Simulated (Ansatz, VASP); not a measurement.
# GaP in VASP and in Ansatz

```
Ga P
1.0
     0.00000    2.72525    2.72525
     2.72525    0.00000    2.72525
     2.72525    2.72525    0.00000
Ga P
1 1
Direct
  0.00000 0.00000 0.00000
  0.75000 0.75000 0.75000
```

Alike in both runs: task single point; functional r2SCAN; k mesh 10 × 10 × 10; occupations gaussian, width 0.05 eV; no spin polarisation.

|  | VASP | Ansatz |
| --- | --- | --- |
| version | VASP 6.6.1 | Ansatz 0.2.0 |
| potentials or method | VASP PAW PBE potentials, release 64 (Ga_d, P), cutoff 520 eV | scalar-relativistic, plane waves, PAW |
| valence electrons in the cell | 18 | 18 |

```csv
,VASP,Ansatz,Ansatz less VASP
gap on the k mesh at the Fermi level (eV),1.86,1.86,-0.008
least direct gap on the mesh (eV),2.34,2.37,+0.021
pressure (GPa),0.0,0.0,+0.06
```

VASP's potentials were made for PBE, not for r2SCAN.
